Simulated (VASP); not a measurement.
# Al3C2 (P6_3/m) in VASP: notebook, part 2 of 3

VASP 6.6.1.

## Step 4: Single point, PBE

File INCAR:

```
SYSTEM = Al3C2
  ALGO = Normal
  EDIFF = 1E-7
  ENCUT = 520
  GGA = PE
  ISIF = 2
  ISMEAR = 0
  LASPH = .True.
  LCHARG = .False.
  LREAL = .False.
  LWAVE = .False.
  NBANDS = 28
  NELM = 80
  PREC = Accurate
  SIGMA = 0.1
```

File KPOINTS:

```
k-points
0
Gamma
  6 6 4
  0 0 0
```

File POSCAR:

```
Al3C2
1.0
    5.1775279999      0.0000000000      0.0000000000
   -2.5887640000      4.4838707767      0.0000000000
    0.0000000000      0.0000000000      5.3338463492
Al C
6 4
Direct
    0.3258963222      0.0396279343      0.2500000000
    0.6741036778      0.9603720657      0.7500000000
    0.9603720657      0.2862683879      0.2500000000
    0.0396279343      0.7137316121      0.7500000000
    0.7137316121      0.6741036778      0.2500000000
    0.2862683879      0.3258963222      0.7500000000
    0.3333333333      0.6666666667      0.2500000000
    0.6666666667      0.3333333333      0.7500000000
    0.0000000000      0.0000000000      0.0000000000
    0.0000000000      0.0000000000      0.5000000000
```

Run with:

```
> cat potpaw_PBE.64/Al/POTCAR potpaw_PBE.64/C/POTCAR > POTCAR
> mpirun -np 1 vasp_std > vasp.out
```

Wall time 38 s (1 thread of Intel Xeon 6975P-C (Granite Rapids), shared host); peak memory 0.25 GiB.

The run converged. Its results:

| Quantity | Value |
| --- | --- |
| Free energy | -54.8428 eV |
| Pressure | 0.0 GPa |
| Largest force | 0.010 eV/Å |
| Band gap on the k mesh | zero (band 17 reaches 8.43 eV, above the bottom of band 18 at 7.35 eV) |

Forces on the atoms (eV/Å):
```
Al   0.008  0.007  0.000
Al  -0.008 -0.007  0.000
Al  -0.010  0.003  0.000
Al   0.010 -0.003  0.000
Al   0.002 -0.010  0.000
Al  -0.002  0.010  0.000
C    0.000  0.000  0.000
C    0.000  0.000  0.000
C    0.000  0.000  0.000
C    0.000  0.000  0.000
```

Stress tensor (GPa, compression positive):
```
 0.05  0.00  0.00
 0.00  0.05  0.00
 0.00  0.00 -0.24
```

Levels at points of the mesh, in eV from the Fermi level:
| k point | band 14 | band 15 | band 16 | band 17 | band 18 | band 19 | band 20 | band 21 |
| --- | --- | --- | --- | --- | --- | --- | --- | --- |
| (0.00, 0.00, 0.00) | -2.80 | -2.18 | -2.18 | -0.82 | 0.64 | 0.65 | 0.65 | 2.57 |
| (0.50, 0.00, 0.00) | -2.09 | -1.92 | -0.86 | -0.30 | 0.62 | 1.30 | 2.54 | 3.44 |
| (0.00, 0.00, 0.50) | -3.54 | -3.54 | -3.54 | 0.89 | 0.89 | 2.49 | 2.49 | 2.49 |
| (0.50, 0.00, 0.50) | -1.92 | -1.73 | -1.73 | 0.59 | 0.59 | 2.24 | 2.24 | 2.39 |

## Step 5: Relaxation of cell and atoms, PBE

This run uses another cell than the first one, of 16.89 Å³/atom, 1.364 times its volume.

File INCAR:

```
PREC = Accurate ; ENCUT = 600
EDIFF = 1E-7 ; ISMEAR = 0
SIGMA = 0.1 ; LREAL = False
LASPH = True ; NELM = 100
ALGO = Normal ; ISIF = 3
LWAVE = False ; LCHARG = False
GGA = PE ; IBRION = 2
NSW = 90 ; EDIFFG = -0.04
```

File KPOINTS:

```
Automatic mesh
0
Gamma
  3 3 4
```

File POSCAR:

```
Al3C2
1.0
    6.8018759500      0.0000000000      0.0000000000
   -3.4009379700      5.8905973700      0.0000000000
    0.0000000000      0.0000000000      4.2146764300
Al C
6 4
Direct
    0.3863689600      0.0808029700      0.2500000000
    0.6136310400      0.9191970300      0.7500000000
    0.9191970300      0.3055659900      0.2500000000
    0.0808029700      0.6944340100      0.7500000000
    0.6944340100      0.6136310400      0.2500000000
    0.3055659900      0.3863689600      0.7500000000
    0.3333333300      0.6666666700      0.2500000000
    0.6666666700      0.3333333300      0.7500000000
    0.0000000000      0.0000000000      0.0000000000
    0.0000000000      0.0000000000      0.5000000000
```

Potentials or basis: VASP PAW PBE potentials, release 64 (Al, C).

Run with:

```
> cat potpaw_PBE.64/Al/POTCAR potpaw_PBE.64/C/POTCAR > POTCAR
> mpirun -np 1 vasp_std > vasp.out
```

OUTCAR:

```text
PREC = Accurate
   ENCUT = 600
   EDIFF = 1E-7
   ISMEAR = 0
   LREAL = False
   LASPH = True
   NELM = 100
   ISIF = 3
   GGA = PE
   IBRION = 2
   NSW = 90
   EDIFFG = -0.04

 ion  position               nearest neighbor table
   1  0.386  0.081  0.250-   9 2.62  10 2.62   7 2.65   2 3.12   2 3.12   3 3.15   5 3.15   6 3.19
                             6 3.19   4 3.19   4 3.19
   2  0.614  0.919  0.750-   9 2.62  10 2.62   8 2.65   1 3.12   1 3.12   4 3.15   6 3.15   5 3.19
                             5 3.19   3 3.19   3 3.19
   3  0.919  0.306  0.250-   9 2.62  10 2.62   7 2.65   4 3.12   4 3.12   5 3.15   1 3.15   6 3.19
                             6 3.19   2 3.19   2 3.19
   4  0.081  0.694  0.750-   9 2.62  10 2.62   8 2.65   3 3.12   3 3.12   6 3.15   2 3.15   5 3.19
                             5 3.19   1 3.19   1 3.19
   5  0.694  0.614  0.250-   9 2.62  10 2.62   7 2.65   6 3.12   6 3.12   3 3.15   1 3.15   2 3.19
                             2 3.19   4 3.19   4 3.19
   6  0.306  0.386  0.750-   9 2.62  10 2.62   8 2.65   5 3.12   5 3.12   4 3.15   2 3.15   1 3.19
                             1 3.19   3 3.19   3 3.19
   7  0.333  0.667  0.250-   1 2.65   3 2.65   5 2.65
   8  0.667  0.333  0.750-   2 2.65   4 2.65   6 2.65
   9  0.000  0.000  0.000-   3 2.62   4 2.62   1 2.62   2 2.62   5 2.62   6 2.62
  10  0.000  0.000  0.500-   3 2.62   4 2.62   1 2.62   2 2.62   5 2.62   6 2.62

  LATTYP: Found a hexagonal cell.
 ALAT       =     6.8018759500
 C/A-ratio  =     0.6196344157

  Lattice vectors:

 A1 = (   6.8018759500,   0.0000000000,   0.0000000000)
 A2 = (  -3.4009379700,   5.8905973700,   0.0000000000)
 A3 = (   0.0000000000,   0.0000000000,   4.2146764300)

Analysis of symmetry for initial positions (statically):
=====================================================================
 Subroutine PRICEL returns:
 Original cell was already a primitive cell.

 Routine SETGRP: Setting up the symmetry group for a
 hexagonal supercell.

 Subroutine GETGRP returns: Found 12 space group operations
 (whereof  6 operations were pure point group operations)
 out of a pool of 24 trial point group operations.

The static configuration has the point symmetry S_6 .
 The point group associated with its full space group is C_6h.

Analysis of symmetry for dynamics (positions and initial velocities):
[... 118 lines left out ...]
   ISIF   =      3    stress and relaxation
   ISYM   =      2    0-nonsym 1-usesym 2-fastsym
   POTIM  = 0.5000    time-step for ionic-motion
   TEBEG  =    0.0;   TEEND  =   0.0 temperature during run
   PSTRESS=    0.0 pullay stress
   NELECT =      34.0000    total number of electrons
   NUPDOWN=      -1.0000    fix difference up-down
   EMIN   =  10.00;   EMAX   =-10.00  energy-range for DOS
   EFERMI =   0.00;   METHOD = LEGACY
   ISMEAR =     0;   SIGMA  =   0.10  broadening in eV -4-tet -1-fermi 0-gaus
   EFERMI_NEDOS =   21; number of points for ismear=-14 and -15
   IALGO  =     38    algorithm
   IMIX   =      4    mixing-type and parameters
     AMIX     =   0.40;   BMIX     =  1.00
     AMIX_MAG =   1.60;   BMIX_MAG =  1.00
  volume/ion in A,a.u.               =      16.89       113.96
  Fermi-wavevector in a.u.,A,eV,Ry     =   0.959512  1.813215 12.526382  0.920663
  Thomas-Fermi vector in A             =   2.088715
   LORBIT       =      0    0 simple, 1 ext, 2 COOP (PROOUT), +10 PAW based schemes
   GGA     = PE    functional components
   LHFCALC =     F    Hartree Fock is set to
   AEXX    =    0.0000 exact exchange contribution
   IVDW    =     0    specifies the selected vdW correction
   LEPSILON=     F    determine dielectric tensor
   LRPA    =     F    only Hartree local field effects (RPA)
 conjugate gradient relaxation of ions
 non-spin polarized calculation
 Gauss-broadening in eV      SIGMA  =   0.10
  energy-cutoff  :      600.00
  volume of cell :      168.87
 maximum number of plane-waves:      5668
 NGX is ok and might be reduce to    54
   NGX = 27   NGY = 27   NGZ = 17

--------------------------------------- Ionic step        1  -------------------------------------------

 number of electron      34.0000000 magnetization

 Free energy of the ion-electron system (eV)
  ---------------------------------------------------
  ext. energy  EPLUGINS =         0.00000000
  ---------------------------------------------------
  free energy    TOTEN  =       -44.04486237 eV

  energy without entropy =      -43.99251105  energy(sigma->0) =      -44.01868671

 E-fermi :   5.0474     XC(G=0):  -9.6518

 val. band max:        5.0438934516   @ k =   0.3333  -0.0000   0.0000
 cond. band min:       5.0561188004   @ k =   0.3333   0.3333   0.5000
 fundamental gap:      0.0122253488
 Fermi energy:         5.0474372364
[... 601 lines left out ...]
     22      12.5470      0.00000
     23      13.1213      0.00000

[... ionic steps 4 to 39 ...]

--------------------------------------- Ionic step       40  -------------------------------------------

 number of electron      34.0000000 magnetization

------------------------ aborting loop because EDIFF is reached ----------------------------------------
[... 83 lines left out ...]
--------------------------------------- Ionic step       42  -------------------------------------------

 number of electron      34.0000001 magnetization

 Free energy of the ion-electron system (eV)
  ---------------------------------------------------
  ext. energy  EPLUGINS =         0.00000000
  ---------------------------------------------------
  free energy    TOTEN  =       -54.84714668 eV

  energy without entropy =      -54.82875041  energy(sigma->0) =      -54.83794855

 E-fermi :   7.6848     XC(G=0): -10.6281

 val. band max:        7.3813467069   @ k =   0.3333   0.3333   0.2500
 cond. band min:       7.6997020467   @ k =   0.3333  -0.0000   0.2500
 fundamental gap:      0.3183553398
 Fermi energy:         7.6848231810
[... 269 lines left out ...]
  FREE ENERGIE OF THE ION-ELECTRON SYSTEM (eV)
  ---------------------------------------------------
  free  energy   TOTEN  =       -54.8471466831 eV

  energy  without entropy=      -54.8287504084  energy(sigma->0) =      -54.83794855

 reached required accuracy - stopping structural energy minimisation
```

OSZICAR:

```text
N       E                     dE             d eps       ncg     rms          rms(c)
DAV:   1     0.785357233121E+02    0.78536E+02   -0.14444E+04   414   0.138E+03
DAV:   2    -0.355103970635E+02   -0.11405E+03   -0.10969E+03   539   0.170E+02
DAV:   3    -0.463843864703E+02   -0.10874E+02   -0.10373E+02   596   0.485E+01
[... 484 lines left out ...]
DAV:   3    -0.548471593435E+02    0.51377E-04   -0.18711E-04   499   0.765E-02    0.231E-02
DAV:   4    -0.548471471905E+02    0.12153E-04   -0.23960E-05   484   0.279E-02    0.855E-03
DAV:   5    -0.548471465489E+02    0.64164E-06   -0.43237E-06   485   0.121E-02    0.364E-03
DAV:   6    -0.548471467188E+02   -0.16993E-06   -0.11595E-06   435   0.540E-03    0.177E-03
DAV:   7    -0.548471466831E+02    0.35750E-07   -0.11743E-07   214   0.181E-03
  42 F= -.54847147E+02 E0= -.54837949E+02  d E =-.139777E-02
```

Run time: 14 min. Hardware: 1 thread of Intel Xeon 6975P-C (Granite Rapids), shared host; peak memory 0.34 GiB.

What came out:

```
Free energy                            : -54.8471 eV
Relaxed volume                         : 12.35 Å³/atom
Relaxed cell                           : a = 5.173 Å, b = 5.173 Å, c = 5.330 Å, α = 90.00°, β = 90.00°, γ = 120.00°
Space group after relaxing (to 0.05 Å) : P6_3/m (No. 176)
Energy gained by relaxing              : 1080.2 meV/atom
Ionic steps                            : 42
Pressure after relaxing                : 0.1 GPa
Largest force after relaxing           : 0.008 eV/Å
Band gap on the k mesh                 : zero (band 17 reaches 8.47 eV, above the bottom of band 18 at 7.38 eV)
```

Forces in eV/Å, atoms in the order of the input:
```
Al  -0.005  0.007  0.000
Al   0.005 -0.007  0.000
Al  -0.004 -0.008  0.000
Al   0.004  0.008  0.000
Al   0.008  0.001  0.000
Al  -0.008 -0.001  0.000
C    0.000  0.000  0.000
C    0.000  0.000  0.000
C    0.000  0.000  0.000
C    0.000  0.000  0.000
```

Stress tensor (GPa, compression positive):
```
 0.18  0.00  0.00
 0.00  0.18  0.00
 0.00  0.00 -0.07
```

The path:
```csv
step,energy change (eV),largest force (eV/Å),pressure (GPa),volume (Å³)
1,0.0000,0.7402,-21.61,168.87
3,-6.5413,1.0052,0.69,107.99
5,-7.1155,0.4751,6.93,104.53
7,-7.3189,0.4361,-2.21,111.87
9,-7.7053,0.8267,5.92,110.53
11,-7.8000,1.1104,7.58,110.27
13,-7.8686,1.5678,10.27,109.91
15,-7.8741,1.7703,11.51,109.75
17,-7.8913,1.8636,11.98,109.76
19,-7.9034,2.3219,14.25,109.78
21,-7.9328,2.1374,13.25,109.85
23,-8.1095,2.0811,12.36,110.53
25,-8.7138,1.8021,8.97,113.22
27,-9.7122,0.9922,-1.00,123.88
29,-10.1045,1.1780,-6.00,131.81
31,-10.1915,1.2675,-7.36,134.69
33,-10.6372,0.5969,-1.36,129.12
35,-10.6988,0.3967,-1.04,128.07
37,-10.7657,0.3037,-0.57,125.74
39,-10.7915,0.1266,0.77,123.20
41,-10.8009,0.0873,-0.30,123.78
42,-10.8023,0.0085,0.10,123.50
```

Final structure:
```yaml
crystal:
  lattice:
    - [5.17259, 0.00000, 0.00000]
    - [-2.58630, 4.47960, 0.00000]
    - [0.00000, 0.00000, 5.33009]
  atoms:
    - { symbol: Al, position: [0.32607, 0.03977, 0.25000] }
    - { symbol: Al, position: [0.67393, 0.96023, 0.75000] }
    - { symbol: Al, position: [0.96023, 0.28630, 0.25000] }
    - { symbol: Al, position: [0.03977, 0.71370, 0.75000] }
    - { symbol: Al, position: [0.71370, 0.67393, 0.25000] }
    - { symbol: Al, position: [0.28630, 0.32607, 0.75000] }
    - { symbol: C, position: [0.33333, 0.66667, 0.25000] }
    - { symbol: C, position: [0.66667, 0.33333, 0.75000] }
    - { symbol: C, position: [0.00000, 0.00000, 0.00000] }
    - { symbol: C, position: [0.00000, 0.00000, 0.50000] }
```

Levels at points of the mesh, in eV from the Fermi level:
```tsv
k point	band 14	band 15	band 16	band 17	band 18	band 19	band 20	band 21
(0.00, 0.00, 0.00)	-2.92	-2.29	-2.29	-0.93	0.53	0.54	0.54	2.46
(0.00, 0.00, 0.50)	-3.66	-3.66	-3.66	0.78	0.78	2.38	2.38	2.38
```

Caveat: the k points lie up to 0.47 Å⁻¹ apart in the final cell; the volume moved by over 15 % at a fixed basis, so the end points are rough.

## Step 6: Relaxation of cell and atoms, PBE

File INCAR:

```
PREC = Accurate
ENCUT = 600
EDIFF = 1E-6
ISMEAR = 0
SIGMA = 0.1
LREAL = F
LASPH = T
NELM = 80
ALGO = Normal
ISIF = 3
LWAVE = F
LCHARG = F
GGA = PE
IBRION = 2
NSW = 90
EDIFFG = -0.04
```

File KPOINTS:

```
regular mesh
0
Gamma
  6 6 4
```

File POSCAR:

```
Al3C2
1.0
    5.1775279999      0.0000000000      0.0000000000
   -2.5887640000      4.4838707767      0.0000000000
    0.0000000000      0.0000000000      5.3338463492
Al C
6 4
Direct
    0.3258963222      0.0396279343      0.2500000000
    0.6741036778      0.9603720657      0.7500000000
    0.9603720657      0.2862683879      0.2500000000
    0.0396279343      0.7137316121      0.7500000000
    0.7137316121      0.6741036778      0.2500000000
    0.2862683879      0.3258963222      0.7500000000
    0.3333333333      0.6666666667      0.2500000000
    0.6666666667      0.3333333333      0.7500000000
    0.0000000000      0.0000000000      0.0000000000
    0.0000000000      0.0000000000      0.5000000000
```

Potentials or basis: VASP PAW PBE potentials, release 64 (Al, C).

Run with:

```
> cat potpaw_PBE.64/Al/POTCAR potpaw_PBE.64/C/POTCAR > POTCAR
> mpirun -np 1 vasp_std > vasp.out
```

OUTCAR:

```text
PREC = Accurate
   ENCUT = 600
   EDIFF = 1E-6
   ISMEAR = 0
   LREAL = F
   LASPH = T
   NELM = 80
   ISIF = 3
   GGA = PE
   IBRION = 2
   NSW = 90
   EDIFFG = -0.04

 ion  position               nearest neighbor table
   1  0.326  0.040  0.250-   7 1.95   9 2.08  10 2.08   5 2.76   3 2.76   5 2.87   3 2.87   4 3.11
                             4 3.11   6 3.11   6 3.11   2 3.36   2 3.36
[... 856 lines left out ...]
  in kB       -0.4376831     -0.4376831     -3.1113521      0.0000002     -0.0000000      0.0000000
  external PRESSURE =      -1.3289061 kB  Pullay stress =       0.0000000 kB

 VOLUME and BASIS-vectors are now :
 -----------------------------------------------------------------------------
  energy-cutoff  :      600.00
  volume of cell :      123.83
      direct lattice vectors                 reciprocal lattice vectors
     5.177528000  0.000000000  0.000000000     0.193142364  0.111510796  0.000000000
    -2.588764000  4.483870777  0.000000000     0.000000000  0.223021592  0.000000000
     0.000000000  0.000000000  5.333846349     0.000000000  0.000000000  0.187481966

 POSITION                                       TOTAL-FORCE (eV/Angst)
 -----------------------------------------------------------------------------------
      1.58475      0.17769      1.33346         0.007656      0.006028      0.000000
      1.00401      4.30618      4.00038        -0.007656     -0.006028     -0.000000
      4.23127      1.28359      1.33346        -0.009049      0.003617      0.000000
     -1.64251      3.20028      4.00038         0.009049     -0.003617      0.000000
      1.95027      3.02259      1.33346         0.001392     -0.009645     -0.000000
      0.63849      1.46128      4.00038        -0.001392      0.009645      0.000000
     -0.00000      2.98925      1.33346         0.000000      0.000000     -0.000000
      2.58876      1.49462      4.00038        -0.000000     -0.000000     -0.000000
      0.00000      0.00000      0.00000         0.000000      0.000000     -0.000000
      0.00000      0.00000      2.66692        -0.000000      0.000000     -0.000000
 -----------------------------------------------------------------------------------
    total drift:                               -0.000000     -0.000000     -0.000000

  FREE ENERGIE OF THE ION-ELECTRON SYSTEM (eV)
  ---------------------------------------------------
  free  energy   TOTEN  =       -54.8460443277 eV

  energy  without entropy=      -54.8384034979  energy(sigma->0) =      -54.84222391

 reached required accuracy - stopping structural energy minimisation
```

OSZICAR:

```text
N       E                     dE             d eps       ncg     rms          rms(c)
DAV:   1     0.963700239245E+02    0.96370E+02   -0.15452E+04  1104   0.143E+03
DAV:   2    -0.520247678678E+02   -0.14839E+03   -0.14063E+03  1490   0.199E+02
DAV:   3    -0.643783170734E+02   -0.12354E+02   -0.12072E+02  1413   0.572E+01
DAV:   4    -0.646384220342E+02   -0.26010E+00   -0.25973E+00  1328   0.947E+00
DAV:   5    -0.646438810923E+02   -0.54591E-02   -0.54582E-02  1416   0.137E+00    0.153E+01
DAV:   6    -0.548097716024E+02    0.98341E+01   -0.40452E+01  1237   0.293E+01    0.458E+00
DAV:   7    -0.549032148512E+02   -0.93443E-01   -0.19646E+00  1342   0.756E+00    0.316E+00
DAV:   8    -0.548561193557E+02    0.47095E-01   -0.25960E-01  1251   0.293E+00    0.585E-01
DAV:   9    -0.548462870707E+02    0.98323E-02   -0.32145E-02  1377   0.901E-01    0.311E-01
DAV:  10    -0.548461388083E+02    0.14826E-03   -0.11466E-02  1286   0.531E-01    0.968E-02
DAV:  11    -0.548460314720E+02    0.10734E-03   -0.12209E-03  1325   0.185E-01    0.675E-02
DAV:  12    -0.548460465220E+02   -0.15050E-04   -0.25095E-04  1374   0.846E-02    0.124E-02
DAV:  13    -0.548460438998E+02    0.26222E-05   -0.19579E-05  1389   0.238E-02    0.855E-03
DAV:  14    -0.548460443277E+02   -0.42785E-06   -0.35784E-06  1184   0.107E-02
   1 F= -.54846044E+02 E0= -.54842224E+02  d E =-.548460E+02
```

Wall time 44 s (1 thread of Intel Xeon 6975P-C (Granite Rapids), shared host); peak memory 0.29 GiB.

What came out:

```yaml
Free_energy: -54.8460 eV
Pressure_after_relaxing: -0.1 GPa
Largest_force_after_relaxing: 0.010 eV/Å
Band_gap_on_the_k_mesh: zero (band 17 reaches 8.43 eV, above the bottom of band 18 at 7.35 eV)
```

Forces on the atoms (eV/Å):
```
Al   0.008  0.006  0.000
Al  -0.008 -0.006  0.000
Al  -0.009  0.004  0.000
Al   0.009 -0.004  0.000
Al   0.001 -0.010  0.000
Al  -0.001  0.010  0.000
C    0.000  0.000  0.000
C    0.000  0.000  0.000
C    0.000  0.000  0.000
C    0.000  0.000  0.000
```

Stress tensor (GPa, compression positive):
```
-0.04  0.00  0.00
 0.00 -0.04  0.00
 0.00  0.00 -0.31
```

Final structure:
```
Al C
1.0
     5.17753    0.00000    0.00000
    -2.58876    4.48387    0.00000
     0.00000    0.00000    5.33385
Al C
6 4
Direct
  0.32590 0.03963 0.25000
  0.67410 0.96037 0.75000
  0.96037 0.28627 0.25000
  0.03963 0.71373 0.75000
  0.71373 0.67410 0.25000
  0.28627 0.32590 0.75000
  0.33333 0.66667 0.25000
  0.66667 0.33333 0.75000
  0.00000 0.00000 0.00000
  0.00000 0.00000 0.50000
```

Levels at points of the mesh, in eV from the Fermi level:
```csv
k point,band 14,band 15,band 16,band 17,band 18,band 19,band 20,band 21
"(0.00, 0.00, 0.00)",-2.80,-2.18,-2.18,-0.82,0.64,0.65,0.65,2.58
"(0.50, 0.00, 0.00)",-2.09,-1.92,-0.86,-0.30,0.62,1.30,2.54,3.44
"(0.00, 0.00, 0.50)",-3.54,-3.54,-3.54,0.89,0.89,2.49,2.49,2.49
"(0.50, 0.00, 0.50)",-1.92,-1.73,-1.73,0.59,0.59,2.24,2.24,2.39
```

Caveat: the relaxation stopped at its first step, so nothing moved.

[end of part 2 of 3]
